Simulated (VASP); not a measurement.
The system is Nb2As.

```
CELL_PARAMETERS angstrom
0.00000 3.13124 3.13124
3.13124 0.00000 3.13124
3.13124 3.13124 0.00000
ATOMIC_POSITIONS crystal
Nb 0.25000 0.25000 0.25000
Nb 0.75000 0.75000 0.75000
As 0.50000 0.50000 0.50000
```

The cell was built from a structure type or drawn by symmetry, and may not be a known phase.

```yaml
Program: VASP 6.6.1
Task: relaxation of cell and atoms
Functional: PBE
Potentials_or_basis: VASP PAW PBE potentials, release 64 (Nb_sv, As)
Cutoff: 600 eV
k_mesh: 6 × 6 × 6
Occupations: gaussian, width 0.1 eV
Spin: no spin polarisation
```

At the start: pressure -9.2 GPa; volume 20.47 Å³/atom.

Q: How do energy, volume and symmetry change on relaxing?

A: Over 3 steps the energy falls by 41.1 meV/atom and the volume is 19.16 Å³/atom (-6.4 %); space group Fm-3m (No. 225, to 0.1 Å) before and after.

The path:
```
step  energy change (eV)  largest force (eV/Å)  pressure (GPa)  volume (Å³)
   1              0.0000                0.0000           -9.16        61.40
   2              0.2151                0.0000           20.61        51.58
   3             -0.1232                0.0000           -0.33        57.47
```

Final structure:
```
Nb As
1.0
     0.00000    3.06286    3.06286
     3.06286    0.00000    3.06286
     3.06286    3.06286    0.00000
Nb As
2 1
Direct
  0.25000 0.25000 0.25000
  0.75000 0.75000 0.75000
  0.50000 0.50000 0.50000
```
